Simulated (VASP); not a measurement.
# WSe (F-43m) in VASP: settings compared, part 2 of 2

VASP 6.6.1.

**3. Single point, r2SCAN, collinear spin**

This run uses another cell than the first one: it holds 2 atoms, not 4.

The input, POSCAR:

```
WSe
1.0
    0.0000000000      2.7923343796      2.7923343796
    2.7923343796      0.0000000000      2.7923343796
    2.7923343796      2.7923343796      0.0000000000
W Se
1 1
Direct
    0.0000000000      0.0000000000      0.0000000000
    0.2500000000      0.2500000000      0.2500000000
```

The input, INCAR.step1:

```
SYSTEM = WSe
ALGO = Normal ; EDIFF = 1E-4
ENCUT = 520 ; GGA = PE
ISMEAR = 0 ; ISPIN = 2
LASPH = .True. ; LCHARG = .False.
LMAXMIX = 4 ; LREAL = .False.
LWAVE = .True. ; MAGMOM = 2.5 0
NBANDS = 21 ; NELM = 150
PREC = Accurate ; SIGMA = 0.1
```

The input, INCAR.step2:

```
SYSTEM = WSe
ALGO = Normal ; EDIFF = 1E-6
ENCUT = 520 ; ISIF = 2
ISMEAR = 0 ; ISPIN = 2
ISTART = 1 ; LASPH = .True.
LCHARG = .True. ; LELF = .True.
LMAXMIX = 4 ; LMIXTAU = .True.
LORBIT = 11 ; LREAL = .False.
LVHAR = .True. ; LWAVE = .False.
MAGMOM = 2.5 0 ; METAGGA = R2SCAN
NBANDS = 21 ; NELM = 150
PREC = Accurate ; SIGMA = 0.1
```

The input, KPOINTS:

```
k-points
0
Gamma
  14 14 14
  0 0 0
```

Potentials or basis: VASP PAW PBE potentials, release 64 (W_sv, Se).

The run is started by

```bash
$ cat potpaw_PBE.64/W_sv/POTCAR potpaw_PBE.64/Se/POTCAR > POTCAR
$ cp INCAR.step1 INCAR
$ mpirun -np 1 vasp_std > vasp.out
$ cp INCAR.step2 INCAR
$ mpirun -np 1 vasp_std > vasp.out
```

OUTCAR:

```text
SYSTEM = WSe
   EDIFF = 1E-6
   ENCUT = 520
   ISIF = 2
   ISMEAR = 0
   ISPIN = 2
   ISTART = 1
   LASPH = .True.
   LORBIT = 11
   LREAL = .False.
   METAGGA = R2SCAN
   NELM = 150
   PREC = Accurate

 ion  position               nearest neighbor table
   1  0.000  0.000  0.000-   2 2.42   2 2.42   2 2.42   2 2.42
   2  0.250  0.250  0.250-   1 2.42   1 2.42   1 2.42   1 2.42

  LATTYP: Found a face centered cubic cell.
 ALAT       =     5.5846687592

  Lattice vectors:

 A1 = (   0.0000000000,   2.7923343796,   2.7923343796)
 A2 = (   2.7923343796,   0.0000000000,   2.7923343796)
 A3 = (   2.7923343796,   2.7923343796,   0.0000000000)

Analysis of symmetry for initial positions (statically):
=====================================================================
 Subroutine PRICEL returns:
 Original cell was already a primitive cell.

 Routine SETGRP: Setting up the symmetry group for a
 face centered cubic supercell.

 Subroutine GETGRP returns: Found 24 space group operations
 (whereof 24 operations were pure point group operations)
 out of a pool of 48 trial point group operations.

[... 1340 lines left out ...]
     21      23.2292      0.00000

 [... further k-points ...]

------------------------ aborting loop because EDIFF is reached ----------------------------------------

  FORCE on cell =-STRESS in cart. coord.  units (eV):
  Direction    XX          YY          ZZ          XY          YZ          ZX
  --------------------------------------------------------------------------------------
  -------------------------------------------------------------------------------------
  Total        1.2925361      1.2925361      1.2925361      0.0000000      0.0000000      0.0000000
  in kB       47.5577177     47.5577177     47.5577177      0.0000000      0.0000000      0.0000000
  external PRESSURE =      47.5577177 kB  Pullay stress =       0.0000000 kB

 VOLUME and BASIS-vectors are now :
 -----------------------------------------------------------------------------
  energy-cutoff  :      520.00
  volume of cell :       43.54
      direct lattice vectors                 reciprocal lattice vectors
     0.000000000  2.792334380  2.792334380    -0.179061650  0.179061650  0.179061650
     2.792334380  0.000000000  2.792334380     0.179061650 -0.179061650  0.179061650
     2.792334380  2.792334380  0.000000000     0.179061650  0.179061650 -0.179061650

 POSITION                                       TOTAL-FORCE (eV/Angst)
 -----------------------------------------------------------------------------------
      0.00000      0.00000      0.00000        -0.000000      0.000000     -0.000000
      1.39617      1.39617      1.39617         0.000000     -0.000000      0.000000
 -----------------------------------------------------------------------------------
    total drift:                               -0.000000     -0.000000     -0.000000

  FREE ENERGIE OF THE ION-ELECTRON SYSTEM (eV)
  ---------------------------------------------------
  free  energy   TOTEN  =       -63.7753529413 eV

  energy  without entropy=      -63.7678820171  energy(sigma->0) =      -63.77161748

 total charge

# of ion       s       p       d       tot
------------------------------------------
    1        2.315   6.185   3.573  12.074
    2        1.413   2.497   0.178   4.088
--------------------------------------------------
tot          3.728   8.682   3.752  16.162

 magnetization (x)

# of ion       s       p       d       tot
------------------------------------------
    1        0.045   0.018   1.025   1.088
    2       -0.006  -0.040   0.032  -0.014
--------------------------------------------------
tot          0.039  -0.023   1.057   1.073
```

OUTCAR.step1:

```text
SYSTEM = WSe
   EDIFF = 1E-4
   ENCUT = 520
   GGA = PE
   ISMEAR = 0
   ISPIN = 2
[... 1395 lines left out ...]
      0.00000      0.00000      0.00000         0.000000      0.000000      0.000000
      1.39617      1.39617      1.39617        -0.000000     -0.000000     -0.000000
 -----------------------------------------------------------------------------------
    total drift:                                0.000000      0.000000      0.000000

  FREE ENERGIE OF THE ION-ELECTRON SYSTEM (eV)
  ---------------------------------------------------
  free  energy   TOTEN  =       -14.3882161462 eV

  energy  without entropy=      -14.3750688857  energy(sigma->0) =      -14.38164252
```

OSZICAR.step1:

```text
N       E                     dE             d eps       ncg     rms          rms(c)
DAV:   1     0.155373584034E+03    0.15537E+03   -0.93615E+03  8744   0.927E+02
DAV:   2    -0.802887400784E+01   -0.16340E+03   -0.15730E+03  9679   0.281E+02
DAV:   3    -0.143563988744E+02   -0.63275E+01   -0.62535E+01 10472   0.524E+01
DAV:   4    -0.144096099632E+02   -0.53211E-01   -0.53193E-01  9671   0.530E+00
DAV:   5    -0.144101514610E+02   -0.54150E-03   -0.54149E-03 10335   0.534E-01    0.181E+01
DAV:   6    -0.143571739251E+02    0.52978E-01   -0.10338E+00  9453   0.713E+00    0.812E+00
DAV:   7    -0.143898745795E+02   -0.32701E-01   -0.18205E-01  9361   0.297E+00    0.531E+00
DAV:   8    -0.143886837667E+02    0.11908E-02   -0.10356E-02 10071   0.744E-01    0.199E+00
DAV:   9    -0.143876135028E+02    0.10703E-02   -0.40823E-03  9611   0.460E-01    0.364E-01
DAV:  10    -0.143881461658E+02   -0.53266E-03   -0.70321E-04  9901   0.208E-01    0.108E-01
DAV:  11    -0.143882161462E+02   -0.69980E-04   -0.73774E-05  7685   0.635E-02
   1 F= -.14388216E+02 E0= -.14381643E+02  d E =-.131473E-01  mag=     1.1433
```

Wall time 8 min (1 thread of Oxide Virtual Turin-like, shared host); peak memory 0.27 GiB.

What came out:

- Free energy: -63.7754 eV
- Pressure: 4.8 GPa
- Net moment: 1.31 μB per cell
- Site moments: W +1.09; Se -0.01 μB
- Valence electrons inside the program's atomic spheres: W 12.07; Se 4.09

Caveat: the cell stands under pressure; the PAW data sets were made with another functional, which shifts forces and pressure a little.
